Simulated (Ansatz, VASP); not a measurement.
# Cu3N in VASP and in Ansatz

File INCAR:

```
PREC = Accurate
ENCUT = 600
EDIFF = 1E-6
ISMEAR = 0
SIGMA = 0.01
LREAL = F
LASPH = T
NELM = 120
ALGO = Normal
ISIF = 2
LWAVE = F
LCHARG = F
GGA = PE
NBANDS = 27
GGA_COMPAT = F
```

KPOINTS

```
Automatic mesh
0
Gamma
  8 8 8
```

POSCAR

```
Cu3N
1.0
    3.8200000000      0.0000000000      0.0000000000
    0.0000000000      3.8200000000      0.0000000000
    0.0000000000      0.0000000000      3.8200000000
Cu N
3 1
Direct
    0.5000000000      0.0000000000      0.0000000000
    0.0000000000      0.5000000000      0.0000000000
    0.0000000000      0.0000000000      0.5000000000
    0.0000000000      0.0000000000      0.0000000000
```

Input for Ansatz:

```yaml
crystal:
  lattice:
    - [3.82, 0.0, 0.0]
    - [0.0, 3.82, 0.0]
    - [0.0, 0.0, 3.82]
  atoms:
    - { symbol: Cu, position: [0.5, 0.0, 0.0] }
    - { symbol: Cu, position: [0.0, 0.5, 0.0] }
    - { symbol: Cu, position: [0.0, 0.0, 0.5] }
    - { symbol: "N", position: [0.0, 0.0, 0.0] }
scf:
  occupations: { method: fixed }
output:
  forces: true
  stress: true
  eigenvalues: true
hamiltonian:
  xc: pbe
kpoints:
  mp_grid: { grid: [8, 8, 8] }
```

Alike in both runs: task single point; functional PBE; k mesh 8 × 8 × 8; no spin polarisation.

|  | VASP | Ansatz |
| --- | --- | --- |
| version | VASP 6.6.1 | Ansatz 0.2.0 |
| potentials or method | VASP PAW PBE potentials, release 64 (Cu, N) | scalar-relativistic, plane waves, PAW |
| plane-wave cutoff (eV) | 600 | 420 |
| occupations | gaussian, width 0.01 eV | fixed |
| valence electrons in the cell | 38 | 62 |

```tsv
	VASP	Ansatz	Ansatz less VASP
gap on the k mesh at the Fermi level (eV)	0.23	0.20	-0.023
least direct gap on the mesh (eV)	0.76	0.73	-0.030
pressure (GPa)	1.5	0.7	-0.74
```

VASP's potentials hold 38 valence electrons a cell and Ansatz's 62, so a difference there can come from the potentials and not from the codes.
